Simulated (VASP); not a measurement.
# ZnF2 (P4_2/mnm) in VASP: relaxation of the atoms with r2SCAN

Aim: the relaxation of the atoms of ZnF2 with r2SCAN.

Program: VASP 6.6.1. These are calculated values, not measurements. Logs are shortened: lines on timing, memory, paths and dates and some standing lists are left out, and cuts for length are marked.

## (1) The cell of the first run

It takes space group P4_2/mnm (No. 136, tetragonal). The conventional cell has a = 4.655 Å, b = 4.655 Å, c = 3.096 Å, α = 90.00°, β = 90.00°, γ = 90.00°. Zn (site symmetry mmm) has 6 F at 2.00 to 2.02 Å within 2.6 Å. F (site symmetry m2m) has 3 Zn at 2.00 to 2.02 Å and 1 F at 2.59 Å within 2.6 Å.

## (2) Relaxation of the atoms, r2SCAN (equal strain along all axes, cell held: -1.0 %)

POSCAR

```
ZnF2
1.0
    4.6554813154      0.0000000000      0.0000000000
    0.0000000000      4.6554813154      0.0000000000
    0.0000000000      0.0000000000      3.0960767909
Zn F
2 4
Direct
    0.5000000000      0.5000000000      0.5000000000
    0.0000000000      0.0000000000      0.0000000000
    0.6968813123      0.6968813123      0.0000000000
    0.8031186877      0.1968813123      0.5000000000
    0.3031186877      0.3031186877      0.0000000000
    0.1968813123      0.8031186877      0.5000000000
```

INCAR.step1

```
SYSTEM = ZnF2
PREC = Accurate ; ENCUT = 580
ISMEAR = 0 ; SIGMA = 0.02
LREAL = .False. ; LASPH = .True.
NELM = 120 ; GGA = PE
ALGO = Normal ; EDIFF = 1E-5
LWAVE = .True. ; LCHARG = .False.
GGA_COMPAT = .False. ; IBRION = 2
EDIFFG = -0.01 ; NELMIN = 4
NSW = 100 ; KPAR = 4
```

INCAR.step2

```
SYSTEM = ZnF2
PREC = Accurate ; ENCUT = 580
EDIFF = 1E-7 ; ISMEAR = 0
SIGMA = 0.02 ; LREAL = .False.
LASPH = .True. ; NELM = 120
ALGO = Normal ; ISIF = 2
LWAVE = .False. ; LCHARG = .False.
METAGGA = R2SCAN ; LMIXTAU = .True.
IBRION = 2 ; NSW = 60
EDIFFG = -0.008 ; ISTART = 1
GGA_COMPAT = .False. ; NELMIN = 4
KPAR = 4
```

KPOINTS

```
regular mesh
0
Gamma
  6 6 8
  0 0 0
```

Potentials or basis: VASP PAW PBE potentials, release 64 (Zn, F).

The run is started by

```sh
> cat potpaw_PBE.64/Zn/POTCAR potpaw_PBE.64/F/POTCAR > POTCAR
> cp INCAR.step1 INCAR
> mpirun -np 4 vasp_std > vasp.out
> cp INCAR.step2 INCAR
> mpirun -np 4 vasp_std > vasp.out
```

OUTCAR:

```text
SYSTEM = ZnF2
   PREC = Accurate
   ENCUT = 580
   EDIFF = 1E-7
   ISMEAR = 0
   LREAL = .False.
   LASPH = .True.
   NELM = 120
   ISIF = 2
   METAGGA = R2SCAN
   IBRION = 2
   NSW = 60
   EDIFFG = -0.008
   ISTART = 1
   NELMIN = 4

 ion  position               nearest neighbor table
   1  0.500  0.500  0.500-   4 2.00   6 2.00   5 2.02   3 2.02   3 2.02   5 2.02
   2  0.000  0.000  0.000-   3 2.00   5 2.00   4 2.02   6 2.02   4 2.02   6 2.02
   3  0.697  0.697  0.000-   2 2.00   1 2.02   1 2.02
   4  0.803  0.197  0.500-   1 2.00   2 2.02   2 2.02
   5  0.303  0.303  0.000-   2 2.00   1 2.02   1 2.02
   6  0.197  0.803  0.500-   1 2.00   2 2.02   2 2.02

  LATTYP: Found a simple tetragonal cell.
 ALAT       =     4.6554813154
 C/A-ratio  =     0.6650390327

  Lattice vectors:

 A1 = (   4.6554813154,   0.0000000000,   0.0000000000)
 A2 = (   0.0000000000,   4.6554813154,   0.0000000000)
 A3 = (   0.0000000000,   0.0000000000,   3.0960767909)

Analysis of symmetry for initial positions (statically):
=====================================================================
 Subroutine PRICEL returns:
 Original cell was already a primitive cell.

 Routine SETGRP: Setting up the symmetry group for a
 simple tetragonal supercell.

 Subroutine GETGRP returns: Found 16 space group operations
 (whereof  8 operations were pure point group operations)
 out of a pool of 16 trial point group operations.

The static configuration has the point symmetry D_2h.
 The point group associated with its full space group is D_4h.

Analysis of symmetry for dynamics (positions and initial velocities):
=====================================================================
 Subroutine PRICEL returns:
 Original cell was already a primitive cell.

 Routine SETGRP: Setting up the symmetry group for a
 simple tetragonal supercell.

 Subroutine GETGRP returns: Found 16 space group operations
 (whereof  8 operations were pure point group operations)
 out of a pool of 16 trial point group operations.

The dynamic configuration has the point symmetry D_2h.
 The point group associated with its full space group is D_4h.

 Subroutine INISYM returns: Found 16 space group operations
 (whereof  8 operations are pure point group operations),
 and found     1 'primitive' translations

----------------------------------------------------------------------------------------

                                     Primitive cell

  volume of cell :      67.1028

  direct lattice vectors                    reciprocal lattice vectors
     4.655481315  0.000000000  0.000000000     0.214800561  0.000000000  0.000000000
     0.000000000  4.655481315  0.000000000     0.000000000  0.214800561  0.000000000
     0.000000000  0.000000000  3.096076791     0.000000000  0.000000000  0.322989405

  length of vectors
     4.655481315  4.655481315  3.096076791     0.214800561  0.214800561  0.322989405

  position of ions in fractional coordinates (direct lattice)
     0.500000000  0.500000000  0.500000000
     0.000000000  0.000000000  0.000000000
     0.696881312  0.696881312  0.000000000
     0.803118688  0.196881312  0.500000000
     0.303118688  0.303118688  0.000000000
     0.196881312  0.803118688  0.500000000

  ion indices of the primitive-cell ions
   primitive index   ion index
                 1           1
                 2           2
                 3           3
                 4           4
                 5           5
                 6           6

----------------------------------------------------------------------------------------

 KPOINTS: regular mesh

Automatic generation of k-mesh.
 Grid dimensions read from file:
 generate k-points for:    6    6    8

 Generating k-lattice:

  Cartesian coordinates                     Fractional coordinates (reciprocal lattice)
     0.035800094  0.000000000  0.000000000     0.166666667  0.000000000  0.000000000
     0.000000000  0.035800094  0.000000000     0.000000000  0.166666667  0.000000000
     0.000000000  0.000000000  0.040373676     0.000000000  0.000000000  0.125000000

  Length of vectors
     0.035800094  0.035800094  0.040373676

  Shift w.r.t. Gamma in fractional coordinates (k-lattice)
     0.000000000  0.000000000  0.000000000

 Subroutine IBZKPT returns following result:
 ===========================================

 Found     50 irreducible k-points:

 Following reciprocal coordinates:
            Coordinates               Weight
  0.000000  0.000000  0.000000      1.000000
  0.166667  0.000000  0.000000      4.000000
  0.333333  0.000000  0.000000      4.000000
  0.500000  0.000000  0.000000      2.000000
  0.166667  0.166667  0.000000      4.000000
  0.333333  0.166667  0.000000      8.000000
[... 16 lines left out ...]
  0.333333  0.000000  0.250000      8.000000
  0.500000  0.000000  0.250000      4.000000
 [... further k-points ...]
   k-points           NKPTS =     50   k-points in BZ     NKDIM =     50   number of bands    NBANDS=     31
   number of dos      NEDOS =    301   number of ions     NIONS =      6
   total plane-waves  NPLWV =  38400
   dimension x,y,z NGX =    40 NGY =   40 NGZ =   24
   dimension x,y,z NGXF=    80 NGYF=   80 NGZF=   48
   ions per type =               2   4
   NGX,Y,Z   is equivalent  to a cutoff of  14.28, 14.28, 12.89 a.u.
   NGXF,Y,Z  is equivalent  to a cutoff of  28.57, 28.57, 25.77 a.u.
 SYSTEM =  ZnF2
   PREC   = accura    normal or accurate (medium, high low for compatibility)
   ISTART =      1    job   : 0-new  1-cont  2-samecut
   ICHARG =      0    charge: 1-file 2-atom 10-const
   ISPIN  =      1    spin polarized calculation?
   LNONCOLLINEAR =      F non collinear calculations
   LSORBIT =      F    spin-orbit coupling
   LASPH  =      T    aspherical Exc in radial PAW
   ENCUT  =  580.0 eV  42.63 Ry    6.53 a.u.   9.14  9.14  6.08*2*pi/ulx,y,z
   NELM   =    120;   NELMIN=  4; NELMDL=  0     # of ELM steps
   EDIFF  = 0.1E-06   stopping-criterion for ELM
   LREAL  =      F    real-space projection
   EDIFFG = -.8E-02   stopping-criterion for IOM
   NSW    =     60    number of steps for IOM
   IBRION =      2    ionic relax: 0-MD 1-quasi-New 2-CG
   NFREE  =      1    steps in history (QN), initial steepest desc. (CG)
   ISIF   =      2    stress and relaxation
   ISYM   =      2    0-nonsym 1-usesym 2-fastsym
   POTIM  = 0.5000    time-step for ionic-motion
   TEBEG  =    0.0;   TEEND  =   0.0 temperature during run
   PSTRESS=    0.0 pullay stress
   NELECT =      52.0000    total number of electrons
   NUPDOWN=      -1.0000    fix difference up-down
   EMIN   =  10.00;   EMAX   =-10.00  energy-range for DOS
   EFERMI =   0.00;   METHOD = LEGACY
   ISMEAR =     0;   SIGMA  =   0.02  broadening in eV -4-tet -1-fermi 0-gaus
   EFERMI_NEDOS =   21; number of points for ismear=-14 and -15
   IALGO  =     38    algorithm
   IMIX   =      4    mixing-type and parameters
     AMIX     =   0.40;   BMIX     =  1.00
     AMIX_MAG =   1.60;   BMIX_MAG =  1.00
  volume/ion in A,a.u.               =      11.18        75.47
  Fermi-wavevector in a.u.,A,eV,Ry     =   1.503704  2.841588 30.764477  2.261125
  Thomas-Fermi vector in A             =   2.614779
   LORBIT       =      0    0 simple, 1 ext, 2 COOP (PROOUT), +10 PAW based schemes
   METAGGA = R2SCAN    functional components
   LHFCALC =     F    Hartree Fock is set to
   AEXX    =    0.0000 exact exchange contribution
   IVDW    =     0    specifies the selected vdW correction
   LEPSILON=     F    determine dielectric tensor
   LRPA    =     F    only Hartree local field effects (RPA)
 conjugate gradient relaxation of ions
 non-spin polarized calculation
 Gauss-broadening in eV      SIGMA  =   0.02
  energy-cutoff  :      580.00
  volume of cell :       67.10
 maximum number of plane-waves:      2144
 NGX is ok and might be reduce to    40
   NGX = 19   NGY = 19   NGZ = 13

--------------------------------------- Ionic step        1  -------------------------------------------

 number of electron      52.0000020 magnetization

 Free energy of the ion-electron system (eV)
  ---------------------------------------------------
  ext. energy  EPLUGINS =         0.00000000
  ---------------------------------------------------
  free energy    TOTEN  =       -45.63436624 eV

  energy without entropy =      -45.63436624  energy(sigma->0) =      -45.63436624

------------------------ aborting loop because EDIFF is reached ----------------------------------------

  FORCE on cell =-STRESS in cart. coord.  units (eV):
  Direction    XX          YY          ZZ          XY          YZ          ZX
  --------------------------------------------------------------------------------------
  -------------------------------------------------------------------------------------
  Total        1.7946288      1.7946288      2.2249056     -0.0000000      0.0000000      0.0000000
  in kB       42.8493574     42.8493574     53.1228390     -0.0000000      0.0000000      0.0000000
  external PRESSURE =      46.2738512 kB  Pullay stress =       0.0000000 kB
[... 65 lines left out ...]
  energy  without entropy=      -45.6348865349  energy(sigma->0) =      -45.63488653

--------------------------------------- Ionic step        3  -------------------------------------------

 number of electron      52.0000029 magnetization

 Free energy of the ion-electron system (eV)
  ---------------------------------------------------
  ext. energy  EPLUGINS =         0.00000000
  ---------------------------------------------------
  free energy    TOTEN  =       -45.63506655 eV

  energy without entropy =      -45.63506655  energy(sigma->0) =      -45.63506655

 E-fermi :  -1.0750     XC(G=0): -11.1479

 val. band max:       -1.2436078021   @ k =   0.0000   0.0000   0.0000
 cond. band min:       2.9981693097   @ k =   0.0000   0.0000   0.0000
 fundamental gap:      4.2417771117
 Fermi energy:        -1.0750139415

 k-point     1 :       0.0000    0.0000    0.0000
  band No.  band energies     occupation
      1     -24.6984      2.00000
      2     -23.9040      2.00000
      3     -23.9040      2.00000
      4     -23.8536      2.00000
      5      -7.8891      2.00000
      6      -6.9810      2.00000
[... 805 lines left out ...]
     30      11.0567      0.00000
     31      12.6865      0.00000

 [... further k-points ...]

------------------------ aborting loop because EDIFF is reached ----------------------------------------

  FORCE on cell =-STRESS in cart. coord.  units (eV):
  Direction    XX          YY          ZZ          XY          YZ          ZX
  --------------------------------------------------------------------------------------
  -------------------------------------------------------------------------------------
  Total        1.7843807      1.7843807      2.1289838     -0.0000000      0.0000000      0.0000000
  in kB       42.6046698     42.6046698     50.8325671     -0.0000000      0.0000000      0.0000000
  external PRESSURE =      45.3473022 kB  Pullay stress =       0.0000000 kB
[... 21 lines left out ...]
  FREE ENERGIE OF THE ION-ELECTRON SYSTEM (eV)
  ---------------------------------------------------
  free  energy   TOTEN  =       -45.6350665473 eV

  energy  without entropy=      -45.6350665473  energy(sigma->0) =      -45.63506655

 reached required accuracy - stopping structural energy minimisation
```

It took 3.6 min on 4 MPI ranks of Intel Xeon Platinum 8488C (Sapphire Rapids), shared host; peak memory 0.27 GiB.

What came out:

```
Free energy               : -45.6351 eV
Energy gained by relaxing : 0.1 meV/atom
Ionic steps               : 3
Pressure after relaxing   : 4.5 GPa
Band gap on the k mesh    : 4.24 eV
```

The path:
```csv
step,energy change (eV),largest force (eV/Å),pressure (GPa)
1,0.0000,0.0605,4.63
2,-0.0005,0.0309,4.58
3,-0.0007,0.0003,4.53
```

Final structure:
```cif
data_structure
_symmetry_space_group_name_H-M 'P 1'
_symmetry_Int_Tables_number 1
_cell_length_a 4.6555
_cell_length_b 4.6555
_cell_length_c 3.0961
_cell_angle_alpha 90.000
_cell_angle_beta 90.000
_cell_angle_gamma 90.000
_cell_volume 67.10
loop_
_atom_site_label
_atom_site_type_symbol
_atom_site_fract_x
_atom_site_fract_y
_atom_site_fract_z
_atom_site_occupancy
Zn1 Zn 0.50000 0.50000 0.50000 1
Zn2 Zn 0.00000 0.00000 0.00000 1
F1 F 0.69779 0.69779 0.00000 1
F2 F 0.80221 0.19779 0.50000 1
F3 F 0.30221 0.30221 0.00000 1
F4 F 0.19779 0.80221 0.50000 1
```

Caveat: the cell differs from its parent crystal (equal strain along all axes, cell held: -1.0 %); the PAW data sets were made with another functional, which shifts forces and pressure a little.
